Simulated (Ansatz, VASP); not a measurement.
## TiNi: VASP beside Ansatz

```
Ti Ni
1.0
     2.65025    0.00000    0.00000
     0.00000    2.65025    0.00000
     0.00000    0.00000    3.81636
Ti Ni
1 1
Direct
  0.50000 0.50000 0.50000
  0.00000 0.00000 0.00000
```

Alike in both runs: task single point; functional PBEsol; k mesh 20 × 20 × 14; occupations gaussian, width 0.15 eV; no spin polarisation.

|  | VASP | Ansatz |
| --- | --- | --- |
| version | VASP 6.6.1 | Ansatz 0.2.0 |
| potentials or method | VASP PAW PBE potentials, release 64 (Ti_sv, Ni), cutoff 520 eV | scalar-relativistic, plane waves, PAW |
| valence electrons in the cell | 22 | 30 |

|  | VASP | Ansatz | Ansatz less VASP |
| --- | --- | --- | --- |
| gap on the k mesh at the Fermi level (eV) | none | none | - |
| pressure (GPa) | -7.3 | -7.2 | +0.01 |
| traceless stress, the component that is largest in VASP (GPa) | -6.40 | -6.35 | +0.048 |

VASP's potentials were made for PBE, not for PBEsol. A gap of «none» marks a metal or a gap that the smearing closes. The functional is the same, so the differences come from potentials, cutoffs and numerics. VASP's potentials hold 22 valence electrons a cell and Ansatz's 30, so a difference there can come from the potentials and not from the codes.
